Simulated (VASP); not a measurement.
Here is a VASP 6.6.1 calculation.

INCAR

```
SYSTEM = TiO2
PREC = Accurate
ENCUT = 520
EDIFF = 1E-6
ISMEAR = -1
SIGMA = 0.05
LREAL = .FALSE.
LASPH = .TRUE.
NELM = 100
ALGO = Normal
ISIF = 2
LWAVE = .FALSE.
LCHARG = .FALSE.
GGA = CA
NBANDS = 19
```

The input KPOINTS:

```
regular mesh
0
G
  10 10 10
  0 0 0
```

POSCAR

```
TiO2
1.0
    1.4667648451      0.8468370781      6.8390239066
   -1.4667648451      0.8468370781      6.8390239066
    0.0000000000     -1.6936741564      6.8390239066
Ti O
1 2
Direct
    0.0000000000      0.0000000000      0.0000000000
    0.3795330000      0.3795330000      0.3795330000
    0.6204670000      0.6204670000      0.6204670000
```

Potentials or basis: VASP PAW LDA potentials, release 64 (Ti_sv, O).

Command:

```sh
$ cat potpaw_LDA.64/Ti_sv/POTCAR potpaw_LDA.64/O/POTCAR > POTCAR
$ mpirun -np 1 vasp_std > vasp.out
```

What does it give for the largest force?

0.179 eV/Å.

Estimate the pressure.

1.3 GPa.

What does it give for the band gap on the k mesh?

2.79 eV, indirect (least direct gap 2.94 eV).

Stress tensor (GPa, compression positive):
```
1.46 0.00 0.00
0.00 1.46 0.00
0.00 0.00 0.89
```

A k mesh can miss the band edges.
